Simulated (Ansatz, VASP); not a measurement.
# Two plane-wave programs on SrCl2

```
CELL_PARAMETERS angstrom
3.48550 -3.48550 0.00000
3.48550 0.00000 -3.48550
11.03718 4.93791 4.93791
ATOMIC_POSITIONS crystal
Sr 0.56944 0.56944 0.16668
Sr 0.51391 0.51391 0.83335
Sr 0.04167 0.04167 0.50002
Cl 0.42362 0.42362 0.41668
Cl 0.95138 0.95138 0.08335
Cl 0.89585 0.89585 0.75002
Cl 0.13197 0.13197 0.91668
Cl 0.65973 0.65973 0.58335
Cl 0.18750 0.18750 0.25002
```

Alike in both runs: task single point; functional PBE; k mesh 5 × 5 × 2; occupations gaussian, width 0.05 eV; no spin polarisation.

```csv
,VASP,Ansatz
version,VASP 6.6.1,Ansatz 0.2.0
potentials or method,"VASP PAW PBE potentials, release 64 (Sr_sv, Cl), cutoff 520 eV","scalar-relativistic, plane waves, PAW"
valence electrons in the cell,72,72
```

|  | VASP | Ansatz | Ansatz less VASP |
| --- | --- | --- | --- |
| gap on the k mesh at the Fermi level (eV) | 1.28 | 1.27 | -0.005 |
| least direct gap on the mesh (eV) | 1.43 | 1.43 | -0.005 |
| pressure (GPa) | 4.6 | 4.5 | -0.07 |
| traceless stress, the component that is largest in VASP (GPa) | 6.75 | 6.78 | +0.030 |
| rms of the force components (eV/Å) | 2.554 | 2.563 | +0.0095 |

Atom by atom the forces differ by 0.010 eV/Å (rms over components). With one functional, cell and mesh, what is left measures potentials, basis and numerics.
